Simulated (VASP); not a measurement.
Y: single point with PBE

Crystal: Y.

```
Y
1.0
     0.00000    2.56565    2.56565
     2.56565    0.00000    2.56565
     2.56565    2.56565    0.00000
Y
1
Cartesian
  0.0000 0.0000 0.0000
```

This isn't the form of Y at room conditions, which is hcp.

```
Program                : VASP 6.6.1
Task                   : single point
Functional             : PBE
Potentials or basis    : VASP PAW PBE potentials, release 64 (Y_sv)
Cutoff                 : 520 eV
k mesh                 : 37 × 37 × 37
Occupations            : fermi-dirac, width 0.0612256 eV
Spin                   : no spin polarisation
Dipole correction      : no
Further INCAR settings : ALGO = Normal; EDIFF = 1e-06; NBANDS = 12
```

The pressure is -1.6 GPa and the band gap on the k mesh is zero (an odd number of electrons rules out a gap without spin polarisation).

Levels at points of the mesh, in eV from the Fermi level:
| k point | band 3 | band 4 | band 5 | band 6 | band 7 | band 8 |
| --- | --- | --- | --- | --- | --- | --- |
| (0.00, 0.00, 0.00) | -22.50 | -22.50 | -4.70 | 1.74 | 1.74 | 1.74 |

It took 7.7 min on 1 thread of Intel Xeon 8259CL (shared host), peak memory 0.68 GiB.
